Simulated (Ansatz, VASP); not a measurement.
**Si2Ni in VASP and in Ansatz**

File INCAR:

```
SYSTEM = Si2Ni
  PREC = Accurate
  ENCUT = 600
  EDIFF = 1E-6
  ISMEAR = 0
  SIGMA = 0.1
  LREAL = .FALSE.
  LASPH = .TRUE.
  NELM = 80
  ALGO = Normal
  ISIF = 3
  LWAVE = .FALSE.
  LCHARG = .FALSE.
  GGA = PE
  IBRION = 2
  NSW = 100
  EDIFFG = -0.005
```

The input KPOINTS:

```
regular mesh
0
G
  14 14 14
  0 0 0
```

Contents of POSCAR:

```
Si2Ni
1.0
    0.0000000000      2.7030000000      2.7030000000
    2.7030000000      0.0000000000      2.7030000000
    2.7030000000      2.7030000000      0.0000000000
Si Ni
2 1
Direct
    0.2500000000      0.2500000000      0.2500000000
    0.7500000000      0.7500000000      0.7500000000
    0.0000000000      0.0000000000      0.0000000000
```

Input for Ansatz:

```yaml
crystal:
  lattice:
    - [0.0, 2.703, 2.703]
    - [2.703, 0.0, 2.703]
    - [2.703, 2.703, 0.0]
  atoms:
    - { symbol: Si, position: [0.25, 0.25, 0.25] }
    - { symbol: Si, position: [0.75, 0.75, 0.75] }
    - { symbol: Ni, position: [0.0, 0.0, 0.0] }
basis:
  ecutwfc: 420
kpoints:
  mp_grid: { grid: [14, 14, 14] }
hamiltonian:
  xc: pbe
scf:
  occupations: { method: gaussian, width: 0.1 }
output:
  forces: true
  stress: true
  eigenvalues: true
  write_density: true
  write_potential: true
  elf: true
  volumetric_format: npy
relax:
  adjacent_minimum: "off"
  f_tol: 0.005
  max_steps: 80
  cell: { stress_tol: 0.05 }
```

Alike in both runs: task relaxation of cell and atoms; functional PBE; k mesh 14 × 14 × 14; occupations gaussian, width 0.1 eV; no spin polarisation.

|  | VASP | Ansatz |
| --- | --- | --- |
| version | VASP 6.6.1 | Ansatz 0.2.0 |
| potentials or method | VASP PAW PBE potentials, release 64 (Si, Ni), cutoff 600 eV | scalar-relativistic, plane waves, PAW |
| valence electrons in the cell | 18 | 26 |

```tsv
	VASP	Ansatz	Ansatz less VASP
gap on the k mesh at the Fermi level, each at its own relaxed structure (eV)	none	none	-
relaxed volume (Å³/atom)	13.47	13.47	-0.001
relaxed cell length with the largest relative difference (Å)	3.852	3.852	-0.0001
```

A gap of «none» marks a metal or a gap that the smearing closes. VASP's potentials hold 18 valence electrons a cell and Ansatz's 26, so a difference there can come from the potentials and not from the codes.
